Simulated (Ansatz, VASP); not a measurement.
# Two plane-wave programs on BeTe

INCAR

```
PREC = Accurate ; ENCUT = 520
EDIFF = 1E-6 ; ISMEAR = 0
SIGMA = 0.1 ; LREAL = False
LASPH = True ; NELM = 80
ALGO = Normal ; ISIF = 2
LWAVE = False ; LCHARG = False
GGA = PE ; NBANDS = 11
```

File KPOINTS:

```
regular mesh
0
Gamma
  6 6 6
```

POSCAR

```
BeTe
1.0
    0.0000000000      2.7262733900      2.7262733900
    2.7262733900      0.0000000000      2.7262733900
    2.7262733900      2.7262733900      0.0000000000
Be Te
1 1
Direct
    0.0000000000      0.0000000000      0.0000000000
    0.5000000000      0.5000000000      0.5000000000
```

Input for Ansatz:

```yaml
crystal:
  lattice:
    - [0.0, 2.72627339, 2.72627339]
    - [2.72627339, 0.0, 2.72627339]
    - [2.72627339, 2.72627339, 0.0]
  atoms:
    - { symbol: Be, position: [0.0, 0.0, 0.0] }
    - { symbol: Te, position: [0.5, 0.5, 0.5] }
basis:
  ecutwfc: 420
kpoints:
  mp_grid: { grid: [6, 6, 6] }
hamiltonian:
  xc: pbe
scf:
  occupations: { method: gaussian, width: 0.1 }
  lower_state_search: "off"
output:
  forces: true
  stress: true
  eigenvalues: true
```

Change from the starting cell: species swapped into the PbSe type (Fm-3m, No. 225).

Alike in both runs: task single point; functional PBE; k mesh 6 × 6 × 6; occupations gaussian, width 0.1 eV; no spin polarisation.

```csv
,VASP,Ansatz
version,VASP 6.6.1,Ansatz 0.2.0
potentials or method,"VASP PAW PBE potentials, release 64 (Be, Te), cutoff 520 eV","scalar-relativistic, plane waves, PAW"
valence electrons in the cell,8,18
```

```tsv
	VASP	Ansatz	Ansatz less VASP
gap on the k mesh at the Fermi level (eV)	none	none	-
pressure (GPa)	-3.1	-3.1	-0.06
```

A gap of «none» marks a metal or a gap that the smearing closes. VASP's potentials hold 8 valence electrons a cell and Ansatz's 18, so a difference there can come from the potentials and not from the codes.

Spin-orbit coupling is off throughout.
